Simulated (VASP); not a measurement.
Input of a VASP 6.6.1 run:

Contents of INCAR:

```
PREC = Accurate ; ENCUT = 600
EDIFF = 1E-6 ; ISMEAR = -1
SIGMA = 0.05 ; LREAL = Auto
LASPH = T ; NELM = 120
ALGO = Normal ; ISIF = 2
LWAVE = F ; LCHARG = T
GGA = PE ; LELF = T
LVHAR = T ; ISYM = 0
NBANDS = 294 ; GGA_COMPAT = F
```

The input KPOINTS:

```
Automatic mesh
0
Gamma
  1 1 1
  0.25 0.25 0.25
```

File POSCAR:

```
CaO
1.0
    9.5352000000      0.0000000000      0.0000000000
    0.0000000000      9.5352000000      0.0000000000
    0.0000000000      0.0000000000      9.5352000000
O Ca
32 32
Direct
    0.2460320000      0.9973970000      0.9924150000
    0.2537730000      0.9928800000      0.5041090000
    0.2495210000      0.4986500000      0.9925370000
    0.2668010000      0.4944720000      0.4961220000
    0.7545810000      0.9940070000      0.9953580000
    0.7560830000      0.9919800000      0.4960190000
    0.7480840000      0.4936780000      0.0000780000
    0.7607350000      0.4893550000      0.5005600000
    0.0148310000      0.2463120000      0.9918850000
    0.0005840000      0.2424460000      0.5006730000
    0.0051890000      0.7422360000      0.0023040000
    0.0048850000      0.7528310000      0.5130430000
    0.4903310000      0.2523400000      0.9977520000
    0.4990120000      0.2498490000      0.5032470000
    0.4947510000      0.7578180000      0.9955600000
    0.4992030000      0.7494390000      0.5016340000
    0.9987960000      0.9848430000      0.2439070000
    0.9959370000      0.0055330000      0.7478440000
    0.0080490000      0.4998950000      0.2468790000
    0.0025840000      0.5019430000      0.7529250000
    0.5087480000      0.0087610000      0.2514260000
    0.5022440000      0.9996720000      0.7580600000
    0.4963530000      0.4995470000      0.2471630000
    0.4909550000      0.4936990000      0.7472920000
    0.2485880000      0.2469690000      0.2528760000
    0.2549220000      0.2420010000      0.7507920000
    0.2542570000      0.7506840000      0.2386220000
    0.2487210000      0.7632890000      0.7483430000
    0.7502860000      0.2626270000      0.2519470000
    0.7510150000      0.2532730000      0.7492860000
    0.7404290000      0.7408280000      0.2513680000
    0.7609980000      0.7512460000      0.7546590000
    0.9906210000      0.0087730000      0.0001470000
    0.9996100000      0.9977410000      0.4980560000
    0.9941940000      0.5093100000      0.0016170000
    0.0034560000      0.5123780000      0.5037900000
    0.4966550000      0.0013730000      0.9980860000
    0.5099150000      0.0015030000      0.5013190000
    0.5014100000      0.4972040000      0.0026880000
    0.4975220000      0.5080810000      0.5078970000
    0.2570300000      0.2528310000      0.9982260000
    0.2509190000      0.2478480000      0.4978240000
    0.2530790000      0.7590130000      0.0044630000
    0.2579810000      0.7440770000      0.4889040000
    0.7518570000      0.2472500000      0.9951180000
    0.7494800000      0.2419050000      0.5068550000
    0.7556750000      0.7389550000      0.0008750000
    0.7515440000      0.7599200000      0.5074720000
    0.2556700000      0.9957280000      0.2451820000
    0.2543250000      0.0011160000      0.7422640000
    0.2516140000      0.5043170000      0.2442320000
    0.2452560000      0.5026370000      0.7625040000
    0.7548490000      0.9971960000      0.2482370000
    0.7438080000      0.0079780000      0.7503550000
    0.7416620000      0.5035120000      0.2480750000
    0.7592180000      0.5047670000      0.7489020000
    0.0008080000      0.2529210000      0.2541230000
    0.9952500000      0.2385650000      0.7567620000
    0.0024980000      0.7433570000      0.2439070000
    0.0096260000      0.7576000000      0.7441740000
    0.5089650000      0.2533660000      0.2484090000
    0.4969010000      0.2553850000      0.7531420000
    0.5085670000      0.7436640000      0.2573150000
    0.5028870000      0.7512770000      0.7461980000
```

Potentials or basis: VASP PAW PBE potentials, release 64 (O, Ca_sv).

Command:

```sh
$ cat potpaw_PBE.64/O/POTCAR potpaw_PBE.64/Ca_sv/POTCAR > POTCAR
$ mpirun -np 1 vasp_std > vasp.out
```

Problem. Predict the largest force.

Solution. 1.719 eV/Å.

Problem. What does it give for the pressure?

Solution. 6.2 GPa.

Forces in eV/Å, atoms in the order of the input:
```
O    0.301  0.313  0.635
O    0.141  0.057 -0.888
O    0.169  0.248  0.848
O   -1.190  0.625 -0.015
O   -0.483  0.465  0.349
O   -0.413  0.487  0.171
O    0.011  0.195 -0.081
O   -0.406  0.811  0.112
O   -1.294  0.304  0.801
O   -0.070  0.191 -0.130
O   -0.534  0.503  0.052
O   -0.170 -0.271 -1.298
O    1.292 -0.067  0.279
O    0.459 -0.268 -0.132
O    0.735 -0.639  0.300
O    0.548  0.264 -0.063
O   -0.032  0.627  0.354
O   -0.184 -0.454 -0.012
O   -0.415  0.170  0.267
O   -0.212  0.057 -0.184
O   -0.117 -0.555  0.028
O    0.335  0.036 -0.755
O    0.338  0.259  0.054
O    0.711  0.823  0.432
O    0.126  0.019 -0.268
O   -0.267  0.613 -0.127
O   -0.040 -0.123  1.023
O    0.516 -1.043 -0.194
O    0.235 -0.977 -0.411
O   -0.184 -0.243  0.381
O    0.895  0.593  0.038
O   -0.718 -0.062 -0.340
Ca   1.339 -0.911 -0.247
Ca   0.719  0.143  0.076
Ca   0.906 -1.183 -0.330
Ca  -0.028 -1.240 -0.081
Ca   0.110 -0.245  0.188
Ca  -1.069  0.300 -0.200
Ca  -0.448  0.440 -0.567
Ca   0.580 -1.319 -0.288
Ca  -0.976 -0.428  0.084
Ca   0.086  0.104  0.248
Ca  -0.156 -0.354 -1.083
Ca  -0.514  0.630  0.871
Ca  -0.106  0.335  0.421
Ca   0.269  1.114 -0.596
Ca  -0.472  1.080 -0.393
Ca   0.393 -1.150 -0.237
Ca  -0.240  0.615  0.204
Ca  -0.296  0.067  0.565
Ca   0.065 -0.806  0.070
Ca   0.186 -0.194 -1.007
Ca  -0.284  0.053 -0.218
Ca   0.574 -0.826  0.347
Ca   0.734 -0.762  0.793
Ca  -0.280 -0.440 -0.280
Ca   0.242  0.092 -0.126
Ca   1.029  1.072 -0.864
Ca  -0.026  0.437  0.313
Ca  -0.179  0.092  1.077
Ca  -0.783 -0.154  0.491
Ca  -0.184 -0.172 -0.465
Ca  -0.772  0.657 -0.855
Ca  -0.503 -0.004  0.859
```

Caveat: the cell stands under pressure; forces of over 1 eV/Å act on the atoms, so gaps and moduli don't describe the material at rest.
